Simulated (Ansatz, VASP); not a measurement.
**Ge in VASP and in Ansatz**

```
Ge
1.0
    -0.02697    2.83927    2.83927
     2.83927   -0.02697    2.83927
     2.83927    2.83927   -0.02697
Ge
2
Direct
  0.99931 0.99931 0.99931
  0.25069 0.25069 0.25069
```

Alike in both runs: task single point; functional PBEsol; k mesh 12 × 12 × 12; occupations gaussian, width 0.01 eV; no spin polarisation.

|  | VASP | Ansatz |
| --- | --- | --- |
| version | VASP 6.6.1 | Ansatz 0.2.0 |
| potentials or method | VASP PAW PBE potentials, release 64 (Ge_d), cutoff 520 eV | scalar-relativistic, plane waves, PAW |
| valence electrons in the cell | 28 | 28 |

|  | VASP | Ansatz | Ansatz less VASP |
| --- | --- | --- | --- |
| gap on the k mesh at the Fermi level (eV) | none | none | - |
| pressure (GPa) | -1.4 | -1.0 | +0.40 |
| traceless stress, the component that is largest in VASP (GPa) | 0.51 | 0.50 | -0.006 |
| rms of the force components (eV/Å) | 0.007 | 0.007 | -0.0004 |

VASP's potentials were made for PBE, not for PBEsol. Atom by atom the forces differ by 0.000 eV/Å (rms over components). A gap of «none» marks a metal or a gap that the smearing closes. With one functional, cell and mesh, what is left measures potentials, basis and numerics.
